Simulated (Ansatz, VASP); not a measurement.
# One calculation of CdS2O2, two programs

```xyz
5
Lattice="-2.1256 2.1256 5.0143 2.1256 -2.1256 5.0143 2.1256 2.1256 -5.0143" Properties=species:S:1:pos:R:3 pbc="T T T"
Cd    0.0000    0.0000    0.0000
S     2.1256    0.0000    2.5071
S     0.0000    2.1256    2.5071
O     0.0000    0.0000    6.4309
O     0.0000    0.0000    3.5976
```

Change from the starting cell: species swapped into the LaSi2Ru2 type (I4/mmm, No. 139).

Alike in both runs: task relaxation of cell and atoms; functional PBE; k mesh 6 × 6 × 6; occupations gaussian, width 0.1 eV; no spin polarisation.

|  | VASP | Ansatz |
| --- | --- | --- |
| version | VASP 6.6.1 | Ansatz 0.2.0 |
| potentials or method | VASP PAW PBE potentials, release 64 (Cd, S, O), cutoff 600 eV | scalar-relativistic, plane waves, PAW |
| valence electrons in the cell | 36 | 44 |

Ansatz gave:

| Item | Value |
| --- | --- |
| gap on the k mesh at the Fermi level, each at its own relaxed structure (eV) | none |
| relaxed volume (Å³/atom) | 17.88 |
| relaxed length of the cell vector where the two differ most in proportion (Å) | 5.416 |

Which values does VASP return?

gap on the k mesh at the Fermi level, each at its own relaxed structure (eV): none; relaxed volume (Å³/atom): 17.87; relaxed length of the cell vector where the two differ most in proportion (Å): 5.416.

A gap of «none» marks a metal or a gap that the smearing closes. VASP's potentials hold 36 valence electrons a cell and Ansatz's 44, so a difference there can come from the potentials and not from the codes.
